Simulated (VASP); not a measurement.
Runs of VASP 6.6.1 on CuO. It takes space group P4/nmm (No. 129, tetragonal). The conventional cell has a = 3.175 Å, b = 3.175 Å, c = 4.650 Å, α = 90.00°, β = 90.00°, γ = 90.00°. Cu (site symmetry -4m2) has 4 O at 2.02 Å and 4 Cu at 2.25 Å within 2.7 Å. O (site symmetry 4mm) has 4 Cu at 2.02 Å within 2.7 Å. 

| task | level | potentials or basis | cell | k mesh | cutoff (eV) | gap on the mesh (eV) | pressure (GPa) | relaxed volume (Å³/atom) | largest force (eV/Å) |
| --- | --- | --- | --- | --- | --- | --- | --- | --- | --- |
| single point | PBE | VASP PAW PBE potentials, release 64 (Cu, O) | as given | 15 × 15 × 10 | 520 | none | (a) | - | 0.82 |
| relaxation of cell and atoms | LDA | VASP PAW LDA potentials, release 64 (Cu, O) | relaxed | 6 × 6 × 5 | 600 | none | 0.0 | 11.17 | 0.01 |
| relaxation of cell and atoms | PBE | VASP PAW PBE potentials, release 64 (Cu, O) | relaxed | 6 × 6 × 5 | 600 | none | 0.0 | 14.19 | 0.01 |
| relaxation of cell and atoms | PBEsol | VASP PAW PBE potentials, release 64 (Cu, O) | relaxed | 6 × 6 × 5 | 600 | none | 0.0 | (b) | - |
| relaxation of cell and atoms | PBEsol+D3(BJ) | VASP PAW PBE potentials, release 64 (Cu, O) | relaxed | 8 × 8 × 6 | 600 | none | -0.1 | 10.95 | 0.01 |

Alike in all rows: no spin polarisation; smearing fermi-dirac 0.05 eV.

Problem. Estimate the missing entries.

Solution. (a) 17.5; (b) 12.19.

Caveats: semilocal functionals often make such compounds metallic where correlation or magnetic order opens a gap, which also shifts bond lengths; a cell axis changed by over 15 % at a fixed basis, so the end point is rough (at least some runs); the PAW data sets were made with another functional, which shifts forces and pressure a little (at least some runs); the cell stands under pressure (at least some runs); the volume moved by over 15 % at a fixed basis, so the end points are rough (at least some runs).

A gap of «none» marks levels without a gap at the run's occupations.
